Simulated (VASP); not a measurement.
# Li2Se (Fm-3m) in VASP: a series of runs, part 3 of 3

VASP 6.6.1.

### 5 Single point, LDA (volume scaled by 1.01)

File INCAR:

```
  PREC = Accurate
  ENCUT = 750
  EDIFF = 1E-6
  ISMEAR = -1
  SIGMA = 0.03
  LREAL = False
  LASPH = True
  NELM = 120
  ALGO = Normal
  ISIF = 2
  LWAVE = False
  LCHARG = True
  GGA = CA
  LELF = True
  LVHAR = True
  NBANDS = 13
  GGA_COMPAT = False
```

File KPOINTS:

```
regular mesh
0
Gamma
  9 9 9
```

File POSCAR:

```
Li2Se
1.0
    0.0000000000      3.0124751563      3.0124751563
    3.0124751563      0.0000000000      3.0124751563
    3.0124751563      3.0124751563      0.0000000000
Li Se
2 1
Direct
    0.2500000000      0.2500000000      0.2500000000
    0.7500000000      0.7500000000      0.7500000000
    0.0000000000      0.0000000000      0.0000000000
```

Potentials or basis: VASP PAW LDA potentials, release 64 (Li_sv, Se).

Launch:

```console
> cat potpaw_LDA.64/Li_sv/POTCAR potpaw_LDA.64/Se/POTCAR > POTCAR
> mpirun -np 1 vasp_std > vasp.out
```

OUTCAR:

```text
PREC = Accurate
   ENCUT = 750
   EDIFF = 1E-6
   ISMEAR = -1
   LREAL = False
   LASPH = True
   NELM = 120
   ISIF = 2
   GGA = CA

 ion  position               nearest neighbor table
   1  0.250  0.250  0.250-   3 2.61   3 2.61   3 2.61   3 2.61
   2  0.750  0.750  0.750-   3 2.61   3 2.61   3 2.61   3 2.61
   3  0.000  0.000  0.000-   1 2.61   2 2.61   2 2.61   2 2.61   2 2.61   1 2.61   1 2.61   1 2.61

  LATTYP: Found a face centered cubic cell.
 ALAT       =     6.0249503126

  Lattice vectors:

 A1 = (   0.0000000000,   3.0124751563,   3.0124751563)
 A2 = (   3.0124751563,   0.0000000000,   3.0124751563)
 A3 = (   3.0124751563,   3.0124751563,   0.0000000000)

Analysis of symmetry for initial positions (statically):
=====================================================================
 Subroutine PRICEL returns:
 Original cell was already a primitive cell.

 Routine SETGRP: Setting up the symmetry group for a
 face centered cubic supercell.

 Subroutine GETGRP returns: Found 48 space group operations
 (whereof 48 operations were pure point group operations)
 out of a pool of 48 trial point group operations.

The static configuration has the point symmetry O_h .

Analysis of symmetry for dynamics (positions and initial velocities):
=====================================================================
 Subroutine PRICEL returns:
 Original cell was already a primitive cell.

 Routine SETGRP: Setting up the symmetry group for a
 face centered cubic supercell.

 Subroutine GETGRP returns: Found 48 space group operations
 (whereof 48 operations were pure point group operations)
 out of a pool of 48 trial point group operations.

The dynamic configuration has the point symmetry O_h .

 Subroutine INISYM returns: Found 48 space group operations
 (whereof 48 operations are pure point group operations),
 and found     1 'primitive' translations

----------------------------------------------------------------------------------------

                                     Primitive cell

  volume of cell :      54.6765

  direct lattice vectors                    reciprocal lattice vectors
     0.000000000  3.012475156  3.012475156    -0.165976473  0.165976473  0.165976473
     3.012475156  0.000000000  3.012475156     0.165976473 -0.165976473  0.165976473
     3.012475156  3.012475156  0.000000000     0.165976473  0.165976473 -0.165976473

  length of vectors
     4.260283222  4.260283222  4.260283222     0.287479683  0.287479683  0.287479683

  position of ions in fractional coordinates (direct lattice)
     0.250000000  0.250000000  0.250000000
     0.750000000  0.750000000  0.750000000
     0.000000000  0.000000000  0.000000000

  ion indices of the primitive-cell ions
   primitive index   ion index
                 1           1
                 2           2
                 3           3

----------------------------------------------------------------------------------------

 KPOINTS: regular mesh

Automatic generation of k-mesh.
 Grid dimensions read from file:
 generate k-points for:    9    9    9

 Generating k-lattice:

  Cartesian coordinates                     Fractional coordinates (reciprocal lattice)
    -0.018441830  0.018441830  0.018441830     0.111111111  0.000000000  0.000000000
     0.018441830 -0.018441830  0.018441830     0.000000000  0.111111111  0.000000000
     0.018441830  0.018441830 -0.018441830     0.000000000  0.000000000  0.111111111

  Length of vectors
     0.031942187  0.031942187  0.031942187

  Shift w.r.t. Gamma in fractional coordinates (k-lattice)
     0.000000000  0.000000000  0.000000000

 Subroutine IBZKPT returns following result:
 ===========================================

 Found     35 irreducible k-points:

 Following reciprocal coordinates:
            Coordinates               Weight
  0.000000  0.000000  0.000000      1.000000
  0.111111  0.000000  0.000000      8.000000
  0.222222  0.000000  0.000000      8.000000
  0.333333  0.000000  0.000000      8.000000
  0.444444  0.000000  0.000000      8.000000
  0.111111  0.111111  0.000000      6.000000
[... 16 lines left out ...]
 -0.333333  0.333333  0.000000     12.000000
  0.444444  0.444444  0.000000      6.000000
 [... further k-points ...]
   k-points           NKPTS =     35   k-points in BZ     NKDIM =     35   number of bands    NBANDS=     13
   number of dos      NEDOS =    301   number of ions     NIONS =      3
   total plane-waves  NPLWV =  64000
   dimension x,y,z NGX =    40 NGY =   40 NGZ =   40
   dimension x,y,z NGXF=    80 NGYF=   80 NGZF=   80
   ions per type =               2   1
   NGX,Y,Z   is equivalent  to a cutoff of  15.61, 15.61, 15.61 a.u.
   NGXF,Y,Z  is equivalent  to a cutoff of  31.22, 31.22, 31.22 a.u.
 SYSTEM =  unknown system
   PREC   = accura    normal or accurate (medium, high low for compatibility)
   ISTART =      0    job   : 0-new  1-cont  2-samecut
   ICHARG =      2    charge: 1-file 2-atom 10-const
   ISPIN  =      1    spin polarized calculation?
   LNONCOLLINEAR =      F non collinear calculations
   LSORBIT =      F    spin-orbit coupling
   LASPH  =      T    aspherical Exc in radial PAW
   ENCUT  =  750.0 eV  55.12 Ry    7.42 a.u.   9.51  9.51  9.51*2*pi/ulx,y,z
   NELM   =    120;   NELMIN=  2; NELMDL= -5     # of ELM steps
   EDIFF  = 0.1E-05   stopping-criterion for ELM
   LREAL  =      F    real-space projection
   EDIFFG = 0.1E-04   stopping-criterion for IOM
   NSW    =      0    number of steps for IOM
   IBRION =     -1    ionic relax: 0-MD 1-quasi-New 2-CG
   NFREE  =      0    steps in history (QN), initial steepest desc. (CG)
   ISIF   =      2    stress and relaxation
   ISYM   =      2    0-nonsym 1-usesym 2-fastsym
   POTIM  = 0.5000    time-step for ionic-motion
   TEBEG  =    0.0;   TEEND  =   0.0 temperature during run
   PSTRESS=    0.0 pullay stress
   NELECT =      12.0000    total number of electrons
   NUPDOWN=      -1.0000    fix difference up-down
   EMIN   =  10.00;   EMAX   =-10.00  energy-range for DOS
   EFERMI =   0.00;   METHOD = LEGACY
   ISMEAR =    -1;   SIGMA  =   0.03  broadening in eV -4-tet -1-fermi 0-gaus
   EFERMI_NEDOS =   21; number of points for ismear=-14 and -15
   IALGO  =     38    algorithm
   IMIX   =      4    mixing-type and parameters
     AMIX     =   0.40;   BMIX     =  1.00
     AMIX_MAG =   1.60;   BMIX_MAG =  1.00
  volume/ion in A,a.u.               =      18.23       122.99
  Fermi-wavevector in a.u.,A,eV,Ry     =   0.987495  1.866096 13.267684  0.975147
  Thomas-Fermi vector in A             =   2.118954
   LORBIT       =      0    0 simple, 1 ext, 2 COOP (PROOUT), +10 PAW based schemes
   GGA     = CA    functional components
   LHFCALC =     F    Hartree Fock is set to
   AEXX    =    0.0000 exact exchange contribution
   IVDW    =     0    specifies the selected vdW correction
   LEPSILON=     F    determine dielectric tensor
   LRPA    =     F    only Hartree local field effects (RPA)
 non-spin polarized calculation
  energy-cutoff  :      750.00
  volume of cell :       54.68
 maximum number of plane-waves:      2637
 NGX is ok and might be reduce to    40
   NGX = 19   NGY = 19   NGZ = 19

 number of electron      12.0000003 magnetization

 Free energy of the ion-electron system (eV)
  ---------------------------------------------------
  ext. energy  EPLUGINS =         0.00000000
  ---------------------------------------------------
  free energy    TOTEN  =       -12.13586378 eV

  energy without entropy =      -12.13586378  energy(sigma->0) =      -12.13586378

 E-fermi :   1.6176     XC(G=0):  -8.5010

 val. band max:        0.9153749513   @ k =   0.0000   0.0000   0.0000
 cond. band min:       3.8117728175   @ k =   0.4444   0.4444   0.0000
 fundamental gap:      2.8963978662
 Fermi energy:         1.6175928177

 k-point     1 :       0.0000    0.0000    0.0000
  band No.  band energies     occupation
      1     -42.8222      2.00000
      2     -42.7962      2.00000
      3     -10.4788      2.00000
      4       0.9154      2.00000
      5       0.9154      2.00000
      6       0.9154      2.00000
      7       4.0796      0.00000
      8       6.3817      0.00000
      9       6.3817      0.00000
     10       6.3817      0.00000
     11      11.4455      0.00000
     12      11.4455      0.00000
     13      11.5792      0.00000
[... 354 lines left out ...]
  band No.  band energies     occupation
      1     -42.8131      2.00000
      2     -42.8040      2.00000
      3     -10.0372      2.00000
      4      -1.3071      2.00000
      5      -0.4969      2.00000
      6      -0.4969      2.00000
      7       3.8118      0.00000
      8       6.9710      0.00000
      9      10.5536      0.00000
     10      10.5536      0.00000
     11      11.6131      0.00000
     12      12.9385      0.00000
     13      12.9385      0.00000

 [... further k-points ...]
[... 5 lines left out ...]
  --------------------------------------------------------------------------------------
  -------------------------------------------------------------------------------------
  Total       -0.9840438     -0.9840438     -0.9840438     -0.0000000      0.0000000     -0.0000000
  in kB      -28.8353080    -28.8353080    -28.8353080     -0.0000000      0.0000000     -0.0000000
  external PRESSURE =     -28.8353080 kB  Pullay stress =       0.0000000 kB

 VOLUME and BASIS-vectors are now :
 -----------------------------------------------------------------------------
  energy-cutoff  :      750.00
  volume of cell :       54.68
      direct lattice vectors                 reciprocal lattice vectors
     0.000000000  3.012475156  3.012475156    -0.165976473  0.165976473  0.165976473
     3.012475156  0.000000000  3.012475156     0.165976473 -0.165976473  0.165976473
     3.012475156  3.012475156  0.000000000     0.165976473  0.165976473 -0.165976473

 POSITION                                       TOTAL-FORCE (eV/Angst)
 -----------------------------------------------------------------------------------
      1.50624      1.50624      1.50624        -0.000000     -0.000000     -0.000000
      4.51871      4.51871      4.51871         0.000000      0.000000      0.000000
      0.00000      0.00000      0.00000         0.000000      0.000000     -0.000000
 -----------------------------------------------------------------------------------
    total drift:                                0.000000     -0.000000      0.000000

  FREE ENERGIE OF THE ION-ELECTRON SYSTEM (eV)
  ---------------------------------------------------
  free  energy   TOTEN  =       -12.1358637762 eV

  energy  without entropy=      -12.1358637762  energy(sigma->0) =      -12.13586378
```

OSZICAR:

```text
N       E                     dE             d eps       ncg     rms          rms(c)
DAV:   1     0.512190999577E+02    0.51219E+02   -0.65570E+03   910   0.114E+03
DAV:   2    -0.434030860352E+01   -0.55559E+02   -0.52554E+02  1114   0.219E+02
DAV:   3    -0.122024099987E+02   -0.78621E+01   -0.78166E+01  1712   0.491E+01
DAV:   4    -0.123679412456E+02   -0.16553E+00   -0.16546E+00  1178   0.105E+01
DAV:   5    -0.123718811560E+02   -0.39399E-02   -0.39397E-02  1412   0.132E+00    0.278E+00
DAV:   6    -0.121682985539E+02    0.20358E+00   -0.25683E-01  1130   0.192E+00    0.166E+00
DAV:   7    -0.121364994812E+02    0.31799E-01   -0.97015E-02  1302   0.129E+00    0.721E-01
DAV:   8    -0.121360186600E+02    0.48082E-03   -0.12500E-02  1211   0.633E-01    0.269E-01
DAV:   9    -0.121358553436E+02    0.16332E-03   -0.34603E-04  1327   0.109E-01    0.195E-01
DAV:  10    -0.121358673167E+02   -0.11973E-04   -0.28635E-04  1120   0.860E-02    0.885E-02
DAV:  11    -0.121358643277E+02    0.29890E-05   -0.16227E-05  1284   0.321E-02    0.391E-02
DAV:  12    -0.121358637762E+02    0.55150E-06   -0.53608E-06  1153   0.130E-02
   1 F= -.12135864E+02 E0= -.12135864E+02  d E =-.728095E-12
```

Run time: 24 s. Hardware: 1 thread of Intel Xeon 6975P-C (Granite Rapids), shared host; peak memory 0.2 GiB.

Results:

| Property | Result |
| --- | --- |
| Free energy | -12.1359 eV |
| Pressure | -2.9 GPa |
| Band gap on the k mesh | 2.90 eV, indirect (least direct gap 3.16 eV) |

Levels at points of the mesh, in eV from the valence-band top:
| k point | band 2 | band 3 | band 4 | band 5 | band 6 | band 7 | band 8 | band 9 | band 10 | band 11 |
| --- | --- | --- | --- | --- | --- | --- | --- | --- | --- | --- |
| (0.00, 0.00, 0.00) | -43.71 | -11.39 | 0.00 | 0.00 | 0.00 | 3.16 | 5.47 | 5.47 | 5.47 | 10.53 |

### 6 Single point, LDA (volume scaled by 1.04)

File INCAR:

```
PREC     = Accurate       # precision mode
ENCUT    = 750            # plane-wave cutoff, eV
EDIFF    = 1E-6           # SCF threshold, eV
ISMEAR   = -1             # smearing method
SIGMA    = 0.03           # smearing width, eV
LREAL    = False          # projectors in reciprocal space
LASPH    = True           # aspherical terms in the spheres
NELM     = 120            # most SCF steps
ALGO     = Normal         # electronic algorithm
ISIF     = 2              # what is computed and relaxed
LWAVE    = False          # write WAVECAR
LCHARG   = False          # write CHGCAR
NBANDS   = 13             # bands
GGA_COMPAT= False
```

KPOINTS is that of step 5.

File POSCAR:

```
Li2Se
1.0
    0.0000000000      3.0420111100      3.0420111100
    3.0420111100      0.0000000000      3.0420111100
    3.0420111100      3.0420111100      0.0000000000
Li Se
2 1
Direct
    0.2500000000      0.2500000000      0.2500000000
    0.7500000000      0.7500000000      0.7500000000
    0.0000000000      0.0000000000      0.0000000000
```

Potentials or basis: VASP PAW LDA potentials, release 64 (Li_sv, Se).

Launch:

```console
> cat potpaw_LDA.64/Li_sv/POTCAR potpaw_LDA.64/Se/POTCAR > POTCAR
> mpirun -np 1 vasp_std > vasp.out
```

OUTCAR:

```text
PREC = Accurate
   ENCUT = 750
   EDIFF = 1E-6
   ISMEAR = -1
   LREAL = False
   LASPH = True
   NELM = 120
   ISIF = 2

 ion  position               nearest neighbor table
   1  0.250  0.250  0.250-   3 2.63   3 2.63   3 2.63   3 2.63
   2  0.750  0.750  0.750-   3 2.63   3 2.63   3 2.63   3 2.63
   3  0.000  0.000  0.000-   2 2.63   2 2.63   2 2.63   1 2.63   1 2.63   1 2.63   2 2.63   1 2.63

  LATTYP: Found a face centered cubic cell.
 ALAT       =     6.0840222200

  Lattice vectors:

 A1 = (   0.0000000000,   3.0420111100,   3.0420111100)
 A2 = (   3.0420111100,   0.0000000000,   3.0420111100)
 A3 = (   3.0420111100,   3.0420111100,   0.0000000000)

Analysis of symmetry for initial positions (statically):
=====================================================================
 Subroutine PRICEL returns:
 Original cell was already a primitive cell.

 Routine SETGRP: Setting up the symmetry group for a
 face centered cubic supercell.

 Subroutine GETGRP returns: Found 48 space group operations
 (whereof 48 operations were pure point group operations)
 out of a pool of 48 trial point group operations.

The static configuration has the point symmetry O_h .

Analysis of symmetry for dynamics (positions and initial velocities):
[... 169 lines left out ...]
      1     -43.0372      2.00000
      2     -43.0141      2.00000
      3     -10.5706      2.00000
      4       0.7504      2.00000
      5       0.7504      2.00000
      6       0.7504      2.00000
      7       3.7960      0.00000
      8       6.2018      0.00000
      9       6.2018      0.00000
     10       6.2018      0.00000
     11      11.1890      0.00000
     12      11.1890      0.00000
     13      11.2993      0.00000
[... 354 lines left out ...]
  band No.  band energies     occupation
      1     -43.0291      2.00000
      2     -43.0210      2.00000
      3     -10.1551      2.00000
      4      -1.4084      2.00000
      5      -0.6041      2.00000
      6      -0.6041      2.00000
      7       3.6646      0.00000
      8       6.7304      0.00000
      9      10.2228      0.00000
     10      10.2228      0.00000
     11      11.1684      0.00000
     12      12.6062      0.00000
     13      12.6062      0.00000

 [... further k-points ...]
[... 5 lines left out ...]
  --------------------------------------------------------------------------------------
  -------------------------------------------------------------------------------------
  Total       -1.2718905     -1.2718905     -1.2718905     -0.0000000      0.0000000     -0.0000000
  in kB      -36.1949458    -36.1949458    -36.1949458     -0.0000000      0.0000000     -0.0000000
  external PRESSURE =     -36.1949458 kB  Pullay stress =       0.0000000 kB

 VOLUME and BASIS-vectors are now :
 -----------------------------------------------------------------------------
  energy-cutoff  :      750.00
  volume of cell :       56.30
      direct lattice vectors                 reciprocal lattice vectors
     0.000000000  3.042011110  3.042011110    -0.164364949  0.164364949  0.164364949
     3.042011110  0.000000000  3.042011110     0.164364949 -0.164364949  0.164364949
     3.042011110  3.042011110  0.000000000     0.164364949  0.164364949 -0.164364949

 POSITION                                       TOTAL-FORCE (eV/Angst)
 -----------------------------------------------------------------------------------
      1.52101      1.52101      1.52101        -0.000000     -0.000000     -0.000000
      4.56302      4.56302      4.56302         0.000000      0.000000      0.000000
      0.00000      0.00000      0.00000         0.000000      0.000000      0.000000
 -----------------------------------------------------------------------------------
    total drift:                                0.000000     -0.000000      0.000000

  FREE ENERGIE OF THE ION-ELECTRON SYSTEM (eV)
  ---------------------------------------------------
  free  energy   TOTEN  =       -12.1033545309 eV

  energy  without entropy=      -12.1033545309  energy(sigma->0) =      -12.10335453
```

OSZICAR:

```text
N       E                     dE             d eps       ncg     rms          rms(c)
DAV:   1     0.520995114273E+02    0.52100E+02   -0.64970E+03   910   0.115E+03
DAV:   2    -0.425250336852E+01   -0.56352E+02   -0.53752E+02  1091   0.218E+02
DAV:   3    -0.121747517783E+02   -0.79222E+01   -0.78724E+01  1703   0.489E+01
DAV:   4    -0.123386394564E+02   -0.16389E+00   -0.16377E+00  1200   0.102E+01
DAV:   5    -0.123429840719E+02   -0.43446E-02   -0.43445E-02  1348   0.132E+00    0.277E+00
DAV:   6    -0.121353756434E+02    0.20761E+00   -0.26821E-01  1165   0.196E+00    0.163E+00
DAV:   7    -0.121039332879E+02    0.31442E-01   -0.98476E-02  1287   0.129E+00    0.719E-01
DAV:   8    -0.121035265644E+02    0.40672E-03   -0.13047E-02  1272   0.643E-01    0.271E-01
DAV:   9    -0.121033429152E+02    0.18365E-03   -0.36636E-04  1297   0.110E-01    0.194E-01
DAV:  10    -0.121033579844E+02   -0.15069E-04   -0.31728E-04  1120   0.892E-02    0.856E-02
DAV:  11    -0.121033551035E+02    0.28809E-05   -0.17755E-05  1326   0.331E-02    0.389E-02
DAV:  12    -0.121033545309E+02    0.57257E-06   -0.64654E-06  1138   0.140E-02
   1 F= -.12103355E+02 E0= -.12103355E+02  d E =-.235609E-12
```

stdout:

```text
POSCAR found type information on POSCAR LiSe
 POSCAR found :  2 types and       3 ions
 scaLAPACK will be used
 LDA part: xc-table for (Slater(with rela. corr.)+CA(PZ))
 , standard interpolation
 POSCAR, INCAR and KPOINTS ok, starting setup
 FFT: planning ... GRIDC
 FFT: planning ... GRID_SOFT
 FFT: planning ... GRID
 WAVECAR not read
 entering main loop
```

Wall time 18 s (1 thread of Intel Xeon 6975P-C (Granite Rapids), shared host); peak memory 0.21 GiB.

What came out:

```
Free energy            : -12.1034 eV
Pressure               : -3.6 GPa
Band gap on the k mesh : 2.91 eV, indirect (least direct gap 3.05 eV)
```

### 7 Overview

```csv
cell,gap on the mesh (eV),pressure (GPa)
"a = 4.159 Å, angles 60.0°, 3 atoms",2.84,-0.6
"a = 4.218 Å, angles 60.0°, 3 atoms",2.88,-2.0
"a = 4.246 Å, angles 60.0°, 3 atoms",2.89,-2.6
"a = 4.260 Å, angles 60.0°, 3 atoms",2.90,-2.9
"a = 4.302 Å, angles 60.0°, 3 atoms",2.91,-3.6
```

Alike in all rows: task single point; level LDA; potentials or basis VASP PAW LDA potentials, release 64 (Li_sv, Se); no spin polarisation; k mesh 9 × 9 × 9; cutoff (eV) 750; smearing fermi-dirac 0.03 eV.

Total energies depend on the potentials used, so only differences within one code and one set of settings carry meaning.
